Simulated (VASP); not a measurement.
# CdS (F-43m) in VASP: settings compared, part 3 of 3

VASP 6.6.1. Earlier steps stand in the parts before.

## (5) Single point, BLYP

INCAR

```
  PREC = Accurate
  ENCUT = 630
  EDIFF = 1E-6
  ISMEAR = -1
  SIGMA = 0.05
  LREAL = F
  LASPH = T
  NELM = 120
  ALGO = Normal
  ISIF = 2
  LWAVE = F
  LCHARG = F
  GGA = B5
  ALDAX = 1.0
  AGGAX = 1.0
  AGGAC = 1.0
  ALDAC = 0.0
  NBANDS = 20
  GGA_COMPAT = F
```

KPOINTS

```
regular mesh
0
Gamma
  8 8 8
```

POSCAR

```
CdS
1.0
    0.0000000000      2.9165000000      2.9165000000
    2.9165000000      0.0000000000      2.9165000000
    2.9165000000      2.9165000000      0.0000000000
Cd S
1 1
Direct
    0.0000000000      0.0000000000      0.0000000000
    0.7500000000      0.7500000000      0.7500000000
```

Potentials or basis: VASP PAW PBE potentials, release 64 (Cd_sv_GW, S).

Started as:

```bash
$ cat potpaw_PBE.64/Cd_sv_GW/POTCAR potpaw_PBE.64/S/POTCAR > POTCAR
$ mpirun -np 1 vasp_std > vasp.out
```

OUTCAR:

```text
PREC = Accurate
   ENCUT = 630
   EDIFF = 1E-6
   ISMEAR = -1
   LREAL = F
   LASPH = T
   NELM = 120
   ISIF = 2
   GGA = B5

 ion  position               nearest neighbor table
   1  0.000  0.000  0.000-   2 2.53   2 2.53   2 2.53   2 2.53
   2  0.750  0.750  0.750-   1 2.53   1 2.53   1 2.53   1 2.53

  LATTYP: Found a face centered cubic cell.
 ALAT       =     5.8330000000

  Lattice vectors:

 A1 = (   0.0000000000,   2.9165000000,   2.9165000000)
 A2 = (   2.9165000000,   0.0000000000,   2.9165000000)
 A3 = (   2.9165000000,   2.9165000000,   0.0000000000)

Analysis of symmetry for initial positions (statically):
=====================================================================
 Subroutine PRICEL returns:
 Original cell was already a primitive cell.

 Routine SETGRP: Setting up the symmetry group for a
 face centered cubic supercell.

 Subroutine GETGRP returns: Found 24 space group operations
 (whereof 24 operations were pure point group operations)
 out of a pool of 48 trial point group operations.

The static configuration has the point symmetry T_d .

Analysis of symmetry for dynamics (positions and initial velocities):
=====================================================================
 Subroutine PRICEL returns:
 Original cell was already a primitive cell.

 Routine SETGRP: Setting up the symmetry group for a
 face centered cubic supercell.

 Subroutine GETGRP returns: Found 24 space group operations
 (whereof 24 operations were pure point group operations)
 out of a pool of 48 trial point group operations.

The dynamic configuration has the point symmetry T_d .

 Subroutine INISYM returns: Found 24 space group operations
 (whereof 24 operations are pure point group operations),
 and found     1 'primitive' translations

----------------------------------------------------------------------------------------

                                     Primitive cell

  volume of cell :      49.6153

  direct lattice vectors                    reciprocal lattice vectors
     0.000000000  2.916500000  2.916500000    -0.171438368  0.171438368  0.171438368
     2.916500000  0.000000000  2.916500000     0.171438368 -0.171438368  0.171438368
     2.916500000  2.916500000  0.000000000     0.171438368  0.171438368 -0.171438368

  length of vectors
     4.124553855  4.124553855  4.124553855     0.296939964  0.296939964  0.296939964

  position of ions in fractional coordinates (direct lattice)
     0.000000000  0.000000000  0.000000000
     0.750000000  0.750000000  0.750000000

  ion indices of the primitive-cell ions
   primitive index   ion index
                 1           1
                 2           2

----------------------------------------------------------------------------------------

 KPOINTS: regular mesh

Automatic generation of k-mesh.
 Grid dimensions read from file:
 generate k-points for:    8    8    8

 Generating k-lattice:

  Cartesian coordinates                     Fractional coordinates (reciprocal lattice)
    -0.021429796  0.021429796  0.021429796     0.125000000  0.000000000  0.000000000
     0.021429796 -0.021429796  0.021429796     0.000000000  0.125000000  0.000000000
     0.021429796  0.021429796 -0.021429796     0.000000000  0.000000000  0.125000000

  Length of vectors
     0.037117495  0.037117495  0.037117495

  Shift w.r.t. Gamma in fractional coordinates (k-lattice)
     0.000000000  0.000000000  0.000000000

 Subroutine IBZKPT returns following result:
 ===========================================

 Found     29 irreducible k-points:

 Following reciprocal coordinates:
            Coordinates               Weight
  0.000000  0.000000  0.000000      1.000000
  0.125000  0.000000  0.000000      8.000000
  0.250000  0.000000  0.000000      8.000000
  0.375000  0.000000  0.000000      8.000000
  0.500000  0.000000  0.000000      4.000000
  0.125000  0.125000  0.000000      6.000000
[... 16 lines left out ...]
  0.500000  0.250000  0.125000     48.000000
 -0.375000  0.250000  0.125000     24.000000
 [... further k-points ...]
   k-points           NKPTS =     29   k-points in BZ     NKDIM =     29   number of bands    NBANDS=     20
   number of dos      NEDOS =    301   number of ions     NIONS =      2
   total plane-waves  NPLWV =  46656
   dimension x,y,z NGX =    36 NGY =   36 NGZ =   36
   dimension x,y,z NGXF=    72 NGYF=   72 NGZF=   72
   ions per type =               1   1
   NGX,Y,Z   is equivalent  to a cutoff of  14.51, 14.51, 14.51 a.u.
   NGXF,Y,Z  is equivalent  to a cutoff of  29.02, 29.02, 29.02 a.u.
 SYSTEM =  unknown system
   PREC   = accura    normal or accurate (medium, high low for compatibility)
   ISTART =      0    job   : 0-new  1-cont  2-samecut
   ICHARG =      2    charge: 1-file 2-atom 10-const
   ISPIN  =      1    spin polarized calculation?
   LNONCOLLINEAR =      F non collinear calculations
   LSORBIT =      F    spin-orbit coupling
   LASPH  =      T    aspherical Exc in radial PAW
   ENCUT  =  630.0 eV  46.30 Ry    6.80 a.u.   8.44  8.44  8.44*2*pi/ulx,y,z
   NELM   =    120;   NELMIN=  2; NELMDL= -5     # of ELM steps
   EDIFF  = 0.1E-05   stopping-criterion for ELM
   LREAL  =      F    real-space projection
   EDIFFG = 0.1E-04   stopping-criterion for IOM
   NSW    =      0    number of steps for IOM
   IBRION =     -1    ionic relax: 0-MD 1-quasi-New 2-CG
   NFREE  =      0    steps in history (QN), initial steepest desc. (CG)
   ISIF   =      2    stress and relaxation
   ISYM   =      2    0-nonsym 1-usesym 2-fastsym
   POTIM  = 0.5000    time-step for ionic-motion
   TEBEG  =    0.0;   TEEND  =   0.0 temperature during run
   PSTRESS=    0.0 pullay stress
   NELECT =      26.0000    total number of electrons
   NUPDOWN=      -1.0000    fix difference up-down
   EMIN   =  10.00;   EMAX   =-10.00  energy-range for DOS
   EFERMI =   0.00;   METHOD = LEGACY
   ISMEAR =    -1;   SIGMA  =   0.05  broadening in eV -4-tet -1-fermi 0-gaus
   EFERMI_NEDOS =   21; number of points for ismear=-14 and -15
   IALGO  =     38    algorithm
   IMIX   =      4    mixing-type and parameters
     AMIX     =   0.40;   BMIX     =  1.00
     AMIX_MAG =   1.60;   BMIX_MAG =  1.00
  volume/ion in A,a.u.               =      24.81       167.41
  Fermi-wavevector in a.u.,A,eV,Ry     =   1.319858  2.494170 23.701701  1.742026
  Thomas-Fermi vector in A             =   2.449726
   LORBIT       =      0    0 simple, 1 ext, 2 COOP (PROOUT), +10 PAW based schemes
   GGA     = B5    functional components
   LHFCALC =     F    Hartree Fock is set to
   AEXX    =    0.0000 exact exchange contribution
   IVDW    =     0    specifies the selected vdW correction
   LEPSILON=     F    determine dielectric tensor
   LRPA    =     F    only Hartree local field effects (RPA)
 non-spin polarized calculation
  energy-cutoff  :      630.00
  volume of cell :       49.62
 maximum number of plane-waves:      1812
 NGX is ok and might be reduce to    36
   NGX = 17   NGY = 17   NGZ = 17

 number of electron      26.0000007 magnetization

 Free energy of the ion-electron system (eV)
  ---------------------------------------------------
  ext. energy  EPLUGINS =         0.00000000
  ---------------------------------------------------
  free energy    TOTEN  =        -5.19556037 eV

  energy without entropy =       -5.19556022  energy(sigma->0) =       -5.19556029

 E-fermi :   3.8335     XC(G=0):  -8.7932

 val. band max:        3.2349621915   @ k =   0.0000   0.0000   0.0000
 cond. band min:       4.3534833930   @ k =   0.0000   0.0000   0.0000
 fundamental gap:      1.1185212014
 Fermi energy:         3.8335074154

 k-point     1 :       0.0000    0.0000    0.0000
  band No.  band energies     occupation
      1     -97.7698      2.00000
      2     -59.0446      2.00000
      3     -59.0446      2.00000
      4     -59.0446      2.00000
      5      -9.1137      2.00000
      6      -4.5490      2.00000
[... 12 lines left out ...]
     19      14.8057      0.00000
     20      14.8057      0.00000

 k-point     2 :       0.1250    0.0000    0.0000
  band No.  band energies     occupation
      1     -97.7698      2.00000
      2     -59.0446      2.00000
      3     -59.0446      2.00000
      4     -59.0446      2.00000
      5      -9.0523      2.00000
      6      -4.5268      2.00000
[... 498 lines left out ...]
 k-point    24 :      -0.3750    0.2500    0.1250
  band No.  band energies     occupation
      1     -97.7698      2.00000
      2     -59.0451      2.00000
      3     -59.0448      2.00000
      4     -59.0447      2.00000
      5      -8.6309      2.00000
      6      -4.3882      2.00000
[... 12 lines left out ...]
     19      15.5517      0.00000
     20      16.3809      0.00000

 [... further k-points ...]
[... 5 lines left out ...]
  --------------------------------------------------------------------------------------
  -------------------------------------------------------------------------------------
  Total        1.8751001      1.8751001      1.8751001     -0.0000000     -0.0000000     -0.0000000
  in kB       60.5506893     60.5506893     60.5506893     -0.0000000     -0.0000000     -0.0000000
  external PRESSURE =      60.5506893 kB  Pullay stress =       0.0000000 kB

 VOLUME and BASIS-vectors are now :
 -----------------------------------------------------------------------------
  energy-cutoff  :      630.00
  volume of cell :       49.62
      direct lattice vectors                 reciprocal lattice vectors
     0.000000000  2.916500000  2.916500000    -0.171438368  0.171438368  0.171438368
     2.916500000  0.000000000  2.916500000     0.171438368 -0.171438368  0.171438368
     2.916500000  2.916500000  0.000000000     0.171438368  0.171438368 -0.171438368

 POSITION                                       TOTAL-FORCE (eV/Angst)
 -----------------------------------------------------------------------------------
      0.00000      0.00000      0.00000         0.000000     -0.000000     -0.000000
      4.37475      4.37475      4.37475        -0.000000      0.000000      0.000000
 -----------------------------------------------------------------------------------
    total drift:                               -0.000000     -0.000000     -0.000000

  FREE ENERGIE OF THE ION-ELECTRON SYSTEM (eV)
  ---------------------------------------------------
  free  energy   TOTEN  =        -5.1955603701 eV

  energy  without entropy=       -5.1955602192  energy(sigma->0) =       -5.19556029
```

OSZICAR:

```text
N       E                     dE             d eps       ncg     rms          rms(c)
DAV:   1     0.458701898476E+03    0.45870E+03   -0.15874E+04  1176   0.181E+03
DAV:   2     0.406380186059E+02   -0.41806E+03   -0.38407E+03  1160   0.595E+02
DAV:   3    -0.447936016021E+01   -0.45117E+02   -0.44646E+02  1808   0.225E+02
DAV:   4    -0.583866617204E+01   -0.13593E+01   -0.13582E+01  1556   0.383E+01
DAV:   5    -0.588492249551E+01   -0.46256E-01   -0.46252E-01  1732   0.840E+00    0.211E+01
DAV:   6    -0.520473964522E+01    0.68018E+00   -0.18196E+00  1832   0.246E+01    0.162E+01
DAV:   7    -0.520156642330E+01    0.31732E-02   -0.47290E-01  1804   0.542E+00    0.686E+00
DAV:   8    -0.519597638684E+01    0.55900E-02   -0.46322E-02  1808   0.343E+00    0.567E-01
DAV:   9    -0.519551612957E+01    0.46026E-03   -0.43962E-03  1792   0.170E+00    0.613E-02
DAV:  10    -0.519554629334E+01   -0.30164E-04   -0.13532E-04  1540   0.116E-01    0.410E-02
DAV:  11    -0.519556137740E+01   -0.15084E-04   -0.39758E-05  1588   0.972E-02    0.294E-02
DAV:  12    -0.519555976095E+01    0.16164E-05   -0.98545E-06  1708   0.623E-02    0.115E-02
DAV:  13    -0.519556037015E+01   -0.60920E-06   -0.11555E-06  1128   0.142E-02
   1 F= -.51955604E+01 E0= -.51955603E+01  d E =-.150980E-06
```

stdout:

```text
POSCAR found type information on POSCAR CdS
 POSCAR found :  2 types and       2 ions
 scaLAPACK will be used
 -----------------------------------------------------------------------------
|                                                                             |
|                                                                             |
|     You enforced a specific xc type in the INCAR file but a different       |
|     I HOPE YOU KNOW WHAT YOU ARE DOING!                                     |
|                                                                             |
 -----------------------------------------------------------------------------

 LDA part: xc-table for (Slater(with rela. corr.)+VWN5), standard interpolation
 POSCAR, INCAR and KPOINTS ok, starting setup
 FFT: planning ... GRIDC
 FFT: planning ... GRID_SOFT
 FFT: planning ... GRID
 WAVECAR not read
 entering main loop
```

Wall time 40 s (1 thread of Intel Xeon Platinum 8488C (Sapphire Rapids), shared host); peak memory 0.22 GiB.

Results:

| Quantity | Value |
| --- | --- |
| Free energy | -5.1956 eV |
| Pressure | 6.1 GPa |
| Band gap on the k mesh | 1.12 eV |

Levels at points of the mesh, in eV from the valence-band top:
```
           k point  band 10  band 11  band 12  band 13  band 14  band 15  band 16  band 17
(0.00, 0.00, 0.00)    -7.32     0.00     0.00     0.00     1.12     6.57     6.57     6.57
(0.50, 0.00, 0.00)    -6.94    -4.36    -0.74    -0.74     3.00     7.06     7.06     7.52
(0.50, 0.50, 0.00)    -6.87    -3.94    -1.85    -1.85     3.66     4.36     9.24    10.75
```

Caveat: the cell stands under pressure; the PAW data sets were made with another functional, which shifts forces and pressure a little. BLYP gaps usually lie below the measured ones, often by a third to a half.

## (6) Overview

| task | level | potentials or basis | cell | k mesh | cutoff (eV) | grid for exact exchange (PRECFOCK) | share of exact exchange | screening parameter | gap on the mesh (eV) | pressure (GPa) |
| --- | --- | --- | --- | --- | --- | --- | --- | --- | --- | --- |
| relaxation of cell and atoms | PBE-based screened hybrid with 25 % exact exchange | VASP PAW PBE potentials, release 64 (Cd, S) | relaxed from a = 4.125 Å, angles 60.0°, 2 atoms | 4 × 4 × 4 | 500 | Normal | 0.25 | 0.3 1/Å | 1.89 | 0.0 |
| single point | BLYP+D4 | VASP PAW PBE potentials, release 64 (Cd_sv_GW, S) | a = 4.040 Å, angles 60.0°, 2 atoms | 8 × 8 × 8 | 630 | - | - | - | 1.26 | 6.2 |
| single point | revPBE+D3(BJ) | VASP PAW PBE potentials, release 64 (Cd_sv_GW, S) | a = 4.205 Å, angles 60.0°, 2 atoms | 8 × 8 × 8 | 630 | - | - | - | 1.16 | -3.1 |
| single point | BLYP | VASP PAW PBE potentials, release 64 (Cd_sv_GW, S) | a = 4.125 Å, angles 60.0°, 2 atoms | 8 × 8 × 8 | 630 | - | - | - | 1.12 | 6.1 |

Alike in all rows: no spin polarisation; smearing fermi-dirac 0.05 eV.

Caveats: some runs use coarse meshes; the PAW data sets were made with another functional, which shifts forces and pressure a little; the cell stands under pressure (at least some runs); the cell stands under tension (at least some runs).

Total energies depend on the potentials used, so only differences within one code and one set of settings carry meaning.
